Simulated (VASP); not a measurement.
Crystal: ZnB4.

```xyz
5
Lattice="4.8536 0.0000 0.0000 0.0000 4.8536 0.0000 0.0000 0.0000 2.0847" Properties=species:S:1:pos:R:3 pbc="T T T"
Zn    0.0000    0.0000    1.0423
B     1.5586    1.5586    1.0423
B     3.2950    3.2950    1.0423
B     1.5586    3.2950    1.0423
B     3.2950    1.5586    1.0423
```

The cell was built from a structure type or drawn by symmetry, and may not be a known phase.

| Quantity | Value |
| --- | --- |
| Program | VASP 6.6.1 |
| Task | relaxation of cell and atoms |
| Functional | PBE |
| Potentials or basis | VASP PAW PBE potentials, release 64 (Zn, B) |
| Cutoff | 600 eV |
| k mesh | 8 × 8 × 18 |
| Occupations | gaussian, width 0.1 eV |
| Spin | no spin polarisation |

At the start: pressure 0.8 GPa; volume 9.82 Å³/atom.

**Question.** How do energy, volume and symmetry change on relaxing?

**Answer.** Over 14 steps the energy falls by 7.7 meV/atom and the volume is 9.90 Å³/atom (+0.7 %); space group P4/mmm (No. 123, to 0.1 Å) before and after.

Step by step:
| step | energy change (eV) | largest force (eV/Å) | pressure (GPa) | volume (Å³) |
| --- | --- | --- | --- | --- |
| 1 | 0.0000 | 0.0786 | 0.81 | 49.11 |
| 2 | -0.0224 | 0.0739 | 0.32 | 49.46 |
| 3 | -0.0294 | 0.2016 | 0.09 | 49.71 |
| 4 | -0.0170 | 0.4603 | 0.07 | 50.18 |
| 5 | -0.0302 | 0.2560 | 0.04 | 49.80 |
| 6 | -0.0358 | 0.0456 | -1.40 | 50.01 |
| 7 | -0.0365 | 0.0306 | -1.06 | 49.96 |
| 8 | -0.0383 | 0.0162 | 0.21 | 49.45 |
| 9 | -0.0383 | 0.0182 | 0.00 | 49.51 |
| 10 | -0.0383 | 0.0182 | 0.00 | 49.50 |
| 11 | -0.0383 | 0.0169 | 0.05 | 49.47 |
| 12 | -0.0383 | 0.0175 | 0.00 | 49.48 |
| 13 | -0.0384 | 0.0204 | -0.07 | 49.47 |
| 14 | -0.0384 | 0.0100 | -0.04 | 49.48 |

Final structure:
```yaml
crystal:
  lattice:
    - [4.78554, 0.00000, 0.00000]
    - [0.00000, 4.78554, 0.00000]
    - [0.00000, 0.00000, 2.16038]
  atoms:
    - { symbol: Zn, position: [0.00000, 0.00000, 0.50000] }
    - { symbol: B, position: [0.32022, 0.32022, 0.50000] }
    - { symbol: B, position: [0.67978, 0.67978, 0.50000] }
    - { symbol: B, position: [0.32022, 0.67978, 0.50000] }
    - { symbol: B, position: [0.67978, 0.32022, 0.50000] }
```
